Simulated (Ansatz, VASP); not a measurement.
## Rh: VASP beside Ansatz

```
Rh
1.0
     0.00000    1.86306    1.86306
     1.86306    0.00000    1.86306
     1.86306    1.86306    0.00000
Rh
1
Direct
  0.00000 0.00000 0.00000
```

Change from the starting cell: volume scaled by 0.9405, PAW files.

Alike in both runs: task electric field gradients; functional PBE; k mesh 16 × 16 × 16; occupations fermi-dirac, width 0.03 eV; no spin polarisation.

|  | VASP | Ansatz |
| --- | --- | --- |
| version | VASP 6.6.1 | Ansatz 0.2.0 |
| potentials or method | VASP PAW PBE potentials, release 64 (Rh_pv) | PAW with Ansatz's default frozen-core files, scalar-relativistic |
| plane-wave cutoff (eV) | 520 | 420 |
| valence electrons in the cell | 15 | 17 |

VASP gave:

| Item | Value |
| --- | --- |
| pressure (GPa) | 26.4 |

Problem. What did Ansatz give for the same quantities?

Solution. Pressure (GPa): 26.3.

VASP's potentials hold 15 valence electrons a cell and Ansatz's 17, so a difference there can come from the potentials and not from the codes.
